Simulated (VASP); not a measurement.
# Os (Pm-3n) in VASP: single point with r2SCAN

Aim: the single point of Os with r2SCAN.

Program: VASP 6.6.1. These are calculated values, not measurements. Logs are shortened: lines on timing, memory, paths and dates and some standing lists are left out, and cuts for length are marked.

## (1) The cell of the first run

Symmetry: Pm-3n, No. 223, cubic system. Conventional cell: a = 4.857 Å, b = 4.857 Å, c = 4.857 Å, α = 90.00°, β = 90.00°, γ = 90.00°. Os (site symmetry m-3) has 12 Os at 2.71 Å within 3.6 Å. Within 3.2 Å of Os (site symmetry -4m2) lie 14 Os at 2.43 to 2.97 Å.

## (2) Single point, r2SCAN

Contents of POSCAR:

```
Os
1.0
    4.8565177879      0.0000000000      0.0000000000
    0.0000000000      4.8565177879      0.0000000000
    0.0000000000      0.0000000000      4.8565177879
Os
8
Direct
    0.5000000000      0.5000000000      0.5000000000
    0.0000000000      0.0000000000      0.0000000000
    0.2500000000      0.0000000000      0.5000000000
    0.5000000000      0.2500000000      0.0000000000
    0.5000000000      0.7500000000      0.0000000000
    0.7500000000      0.0000000000      0.5000000000
    0.0000000000      0.5000000000      0.7500000000
    0.0000000000      0.5000000000      0.2500000000
```

Contents of INCAR.step1:

```
SYSTEM = Os
PREC     = Accurate       ! precision mode
ENCUT    = 620            ! plane-wave cutoff, eV
ISMEAR   = 0              ! smearing method
SIGMA    = 0.1            ! smearing width, eV
LREAL    = .False.        ! projectors in reciprocal space
LASPH    = .True.         ! aspherical terms in the spheres
NELM     = 120            ! most SCF steps
NBANDS   = 74             ! bands
GGA      = PE             ! functional
ALGO     = Normal         ! electronic algorithm
EDIFF    = 1E-5           ! SCF threshold, eV
LWAVE    = .True.         ! write WAVECAR
LCHARG   = .False.        ! write CHGCAR
GGA_COMPAT= .False.
```

Contents of INCAR.step2:

```
SYSTEM = Os
PREC     = Accurate       ! precision mode
ENCUT    = 620            ! plane-wave cutoff, eV
EDIFF    = 1E-6           ! SCF threshold, eV
ISMEAR   = 0              ! smearing method
SIGMA    = 0.1            ! smearing width, eV
LREAL    = .False.        ! projectors in reciprocal space
LASPH    = .True.         ! aspherical terms in the spheres
NELM     = 120            ! most SCF steps
ALGO     = Normal         ! electronic algorithm
ISIF     = 2              ! what is computed and relaxed
LWAVE    = .False.        ! write WAVECAR
LCHARG   = .True.         ! write CHGCAR
METAGGA  = R2SCAN         ! meta-GGA
LMIXTAU  = .True.       
LELF     = .True.         ! ELF
LVHAR    = .True.       
NBANDS   = 74             ! bands
ISTART   = 1            
GGA_COMPAT= .False.
```

Contents of KPOINTS:

```
Automatic mesh
0
Gamma
  4 4 4
  0 0 0
```

Potentials or basis: VASP PAW PBE potentials, release 64 (Os_sv_GW).

Run with:

```
cat potpaw_PBE.64/Os_sv_GW/POTCAR > POTCAR
cp INCAR.step1 INCAR
mpirun -np 1 vasp_std > vasp.out
cp INCAR.step2 INCAR
mpirun -np 1 vasp_std > vasp.out
```

OUTCAR:

```text
SYSTEM = Os
   PREC = Accurate
   ENCUT = 620
   EDIFF = 1E-6
   ISMEAR = 0
   LREAL = .False.
   LASPH = .True.
   NELM = 120
   ISIF = 2
   METAGGA = R2SCAN
   ISTART = 1

 ion  position               nearest neighbor table
   1  0.500  0.500  0.500-   3 2.71   4 2.71   5 2.71   6 2.71   7 2.71   8 2.71   4 2.71   5 2.71
                             3 2.71   6 2.71   7 2.71   8 2.71
   2  0.000  0.000  0.000-   3 2.71   4 2.71   5 2.71   6 2.71   7 2.71   8 2.71   3 2.71   6 2.71
                             7 2.71   8 2.71   4 2.71   5 2.71
   3  0.250  0.000  0.500-   6 2.43   6 2.43   1 2.71   2 2.71   1 2.71   2 2.71   8 2.97   5 2.97
                             4 2.97   5 2.97   4 2.97   7 2.97   8 2.97   7 2.97
   4  0.500  0.250  0.000-   5 2.43   5 2.43   1 2.71   1 2.71   2 2.71   2 2.71   8 2.97   3 2.97
                             3 2.97   6 2.97   6 2.97   7 2.97   7 2.97   8 2.97
   5  0.500  0.750  0.000-   4 2.43   4 2.43   1 2.71   1 2.71   2 2.71   2 2.71   8 2.97   3 2.97
                             3 2.97   6 2.97   6 2.97   7 2.97   7 2.97   8 2.97
   6  0.750  0.000  0.500-   3 2.43   3 2.43   1 2.71   2 2.71   1 2.71   2 2.71   8 2.97   4 2.97
                             4 2.97   5 2.97   5 2.97   7 2.97   8 2.97   7 2.97
   7  0.000  0.500  0.750-   8 2.43   8 2.43   1 2.71   2 2.71   2 2.71   1 2.71   3 2.97   4 2.97
                             5 2.97   3 2.97   6 2.97   6 2.97   4 2.97   5 2.97
   8  0.000  0.500  0.250-   7 2.43   7 2.43   1 2.71   2 2.71   2 2.71   1 2.71   3 2.97   4 2.97
                             5 2.97   3 2.97   6 2.97   6 2.97   4 2.97   5 2.97

  LATTYP: Found a simple cubic cell.
 ALAT       =     4.8565177879

  Lattice vectors:

 A1 = (   4.8565177879,   0.0000000000,   0.0000000000)
 A2 = (   0.0000000000,   4.8565177879,   0.0000000000)
 A3 = (   0.0000000000,   0.0000000000,   4.8565177879)

Analysis of symmetry for initial positions (statically):
=====================================================================
 Subroutine PRICEL returns:
 Original cell was already a primitive cell.

 Routine SETGRP: Setting up the symmetry group for a
 simple cubic supercell.

 Subroutine GETGRP returns: Found 48 space group operations
 (whereof 24 operations were pure point group operations)
 out of a pool of 48 trial point group operations.

The static configuration has the point symmetry T_h .
 The point group associated with its full space group is O_h .

Analysis of symmetry for dynamics (positions and initial velocities):
=====================================================================
 Subroutine PRICEL returns:
 Original cell was already a primitive cell.

 Routine SETGRP: Setting up the symmetry group for a
 simple cubic supercell.

 Subroutine GETGRP returns: Found 48 space group operations
[... 113 lines left out ...]
   NUPDOWN=      -1.0000    fix difference up-down
   EMIN   =  10.00;   EMAX   =-10.00  energy-range for DOS
   EFERMI =   0.00;   METHOD = LEGACY
   ISMEAR =     0;   SIGMA  =   0.10  broadening in eV -4-tet -1-fermi 0-gaus
   EFERMI_NEDOS =   21; number of points for ismear=-14 and -15
   IALGO  =     38    algorithm
   IMIX   =      4    mixing-type and parameters
     AMIX     =   0.40;   BMIX     =  1.00
     AMIX_MAG =   1.60;   BMIX_MAG =  1.00
  volume/ion in A,a.u.               =      14.32        96.62
  Fermi-wavevector in a.u.,A,eV,Ry     =   1.698843  3.210347 39.267319  2.886067
  Thomas-Fermi vector in A             =   2.779268
   LORBIT       =      0    0 simple, 1 ext, 2 COOP (PROOUT), +10 PAW based schemes
   METAGGA = R2SCAN    functional components
   LHFCALC =     F    Hartree Fock is set to
   AEXX    =    0.0000 exact exchange contribution
   IVDW    =     0    specifies the selected vdW correction
   LEPSILON=     F    determine dielectric tensor
   LRPA    =     F    only Hartree local field effects (RPA)
 non-spin polarized calculation
 Gauss-broadening in eV      SIGMA  =   0.10
  energy-cutoff  :      620.00
  volume of cell :      114.54
 maximum number of plane-waves:      4032
 NGX is ok and might be reduce to    40
   NGX = 19   NGY = 19   NGZ = 19

 number of electron     127.9999984 magnetization

 Free energy of the ion-electron system (eV)
  ---------------------------------------------------
  ext. energy  EPLUGINS =         0.00000000
  ---------------------------------------------------
  free energy    TOTEN  =      -427.83934280 eV

  energy without entropy =     -427.80746961  energy(sigma->0) =     -427.82340621

 E-fermi :  13.3568     XC(G=0): -15.8259

 val. band max:       13.2704246014   @ k =   0.2500   0.0000   0.0000
 cond. band min:      13.3953987005   @ k =   0.2500   0.2500   0.0000
 fundamental gap:      0.1249740990
 Fermi energy:        13.3568484636

 k-point     1 :       0.0000    0.0000    0.0000
  band No.  band energies     occupation
      1     -75.4962      2.00000
      2     -75.4538      2.00000
      3     -75.4538      2.00000
      4     -75.3188      2.00000
      5     -75.3188      2.00000
      6     -75.3188      2.00000
[... 759 lines left out ...]
     73      15.4597      0.00000
     74      15.4597      0.00000

------------------------ aborting loop because EDIFF is reached ----------------------------------------

  FORCE on cell =-STRESS in cart. coord.  units (eV):
  Direction    XX          YY          ZZ          XY          YZ          ZX
  --------------------------------------------------------------------------------------
  -------------------------------------------------------------------------------------
  Total        2.0876337      2.0876337      2.0876337     -0.0000000     -0.0000000     -0.0000000
  in kB       29.2004753     29.2004753     29.2004753     -0.0000000     -0.0000000     -0.0000000
  external PRESSURE =      29.2004753 kB  Pullay stress =       0.0000000 kB

 VOLUME and BASIS-vectors are now :
 -----------------------------------------------------------------------------
  energy-cutoff  :      620.00
  volume of cell :      114.54
      direct lattice vectors                 reciprocal lattice vectors
     4.856517788  0.000000000  0.000000000     0.205908852  0.000000000  0.000000000
     0.000000000  4.856517788  0.000000000     0.000000000  0.205908852  0.000000000
     0.000000000  0.000000000  4.856517788     0.000000000  0.000000000  0.205908852

 POSITION                                       TOTAL-FORCE (eV/Angst)
 -----------------------------------------------------------------------------------
      2.42826      2.42826      2.42826         0.000000      0.000000      0.000000
      0.00000      0.00000      0.00000         0.000000      0.000000      0.000000
      1.21413      0.00000      2.42826         0.000000     -0.000000     -0.000000
      2.42826      1.21413      0.00000        -0.000000     -0.000000     -0.000000
      2.42826      3.64239      0.00000         0.000000      0.000000     -0.000000
      3.64239      0.00000      2.42826        -0.000000      0.000000     -0.000000
      0.00000      2.42826      3.64239         0.000000     -0.000000      0.000000
      0.00000      2.42826      1.21413        -0.000000     -0.000000     -0.000000
 -----------------------------------------------------------------------------------
    total drift:                                0.000000     -0.000000      0.000000

  FREE ENERGIE OF THE ION-ELECTRON SYSTEM (eV)
  ---------------------------------------------------
  free  energy   TOTEN  =      -427.8393428003 eV

  energy  without entropy=     -427.8074696148  energy(sigma->0) =     -427.82340621
```

OSZICAR.step1:

```text
N       E                     dE             d eps       ncg     rms          rms(c)
DAV:   1     0.168951567158E+04    0.16895E+04   -0.10040E+05  1544   0.213E+03
DAV:   2    -0.732627823795E+01   -0.16968E+04   -0.16521E+04  1726   0.611E+02
DAV:   3    -0.100019919355E+03   -0.92694E+02   -0.89724E+02  1906   0.127E+02
DAV:   4    -0.102179704597E+03   -0.21598E+01   -0.20988E+01  1784   0.167E+01
DAV:   5    -0.102250676454E+03   -0.70972E-01   -0.70330E-01  1854   0.228E+00    0.208E+02
DAV:   6    -0.952096635411E+02    0.70410E+01   -0.16244E+01  1640   0.164E+01    0.111E+02
DAV:   7    -0.955584124676E+02   -0.34875E+00   -0.13442E+01  1780   0.140E+01    0.207E+01
DAV:   8    -0.949712504703E+02    0.58716E+00   -0.12164E+01  1870   0.126E+01    0.132E+01
DAV:   9    -0.941813941980E+02    0.78986E+00   -0.28598E+00  1844   0.642E+00    0.142E+00
DAV:  10    -0.941800398952E+02    0.13543E-02   -0.10166E-01  1744   0.138E+00    0.530E-01
DAV:  11    -0.941792129853E+02    0.82691E-03   -0.97813E-03  1838   0.386E-01    0.433E-01
DAV:  12    -0.941791021693E+02    0.11082E-03   -0.41378E-04  1808   0.105E-01    0.190E-01
DAV:  13    -0.941791000310E+02    0.21383E-05   -0.11767E-05  1034   0.144E-02
   1 F= -.94179100E+02 E0= -.94162689E+02  d E =-.328220E-01
```

Wall time 5.5 min (1 thread of Intel Xeon Platinum 8259CL at 2.50GHz (Skylake/Cascade Lake), shared host); peak memory 0.3 GiB.

Results:

* Free energy: -427.8393 eV
* Pressure: 2.9 GPa
* Band gap on the k mesh: zero (bands 64 and 65 overlap by 1.09 eV)

Levels at points of the mesh, in eV from the Fermi level:
| k point | band 62 | band 63 | band 64 | band 65 | band 66 | band 67 |
| --- | --- | --- | --- | --- | --- | --- |
| (0.00, 0.00, 0.00) | -0.71 | -0.71 | -0.36 | -0.36 | 0.54 | 0.54 |
| (0.50, 0.00, 0.00) | -1.20 | -0.26 | -0.26 | 0.54 | 0.54 | 0.88 |
| (0.50, 0.50, 0.00) | -0.18 | -0.12 | 0.06 | 0.06 | 0.16 | 0.83 |
| (0.50, 0.50, 0.50) | -1.13 | 0.73 | 0.73 | 0.73 | 0.73 | 0.73 |

Caveat: the PAW data sets were made with another functional, which shifts forces and pressure a little; spin-orbit coupling is left out, which moves the levels of the heavy elements.

The gap in the log of VASP goes by the Fermi energy; the results here count the filled bands.